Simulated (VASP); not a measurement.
## Cu: single point with PBEsol

Crystal: Cu.

```
Cu
1.0
     2.54752    0.00000    0.00000
    -1.27376    2.20622    0.00000
     0.00000    0.00000    8.31653
Cu
4
Direct
  0.66667 0.33333 0.75000
  0.00000 0.00000 0.50000
  0.33333 0.66667 0.25000
  0.00000 0.00000 0.00000
```

This isn't the form of Cu at room conditions, which is fcc.

```yaml
Program: VASP 6.6.1
Task: single point
Functional: PBEsol
Potentials_or_basis: VASP PAW PBE potentials, release 64 (Cu)
Cutoff: 520 eV
k_mesh: 12 × 12 × 4
Occupations: fermi-dirac, width 0.05 eV
Spin: no spin polarisation
```

```json
{
  "Pressure": "-4.1 GPa",
  "Band gap on the k mesh": "zero (bands 22 and 23 overlap by 5.15 eV)"
}
```

Stress tensor (GPa, compression positive):
```
-3.95  0.00  0.00
 0.00 -3.95  0.00
 0.00  0.00 -4.46
```

Levels at points of the mesh, in eV from the Fermi level:
```
           k point  band 20  band 21  band 22  band 23  band 24  band 25
(0.00, 0.00, 0.00)    -1.87    -1.87    -1.58    -1.58    -0.97     3.89
(0.50, 0.00, 0.00)    -1.42    -0.56     0.46     1.04     1.62     4.70
(0.00, 0.00, 0.50)    -2.15    -1.70    -1.70    -1.70    -1.70     7.03
(0.50, 0.00, 0.50)    -1.45     0.12     0.12     1.42     1.42     5.21
```

Wall time 2.5 min on 1 thread of Intel Xeon 8259CL, with other jobs on the host, peak memory 0.2 GiB.

Caveat: the cell stands under tension; the PAW data sets were made with another functional, which shifts forces and pressure a little.
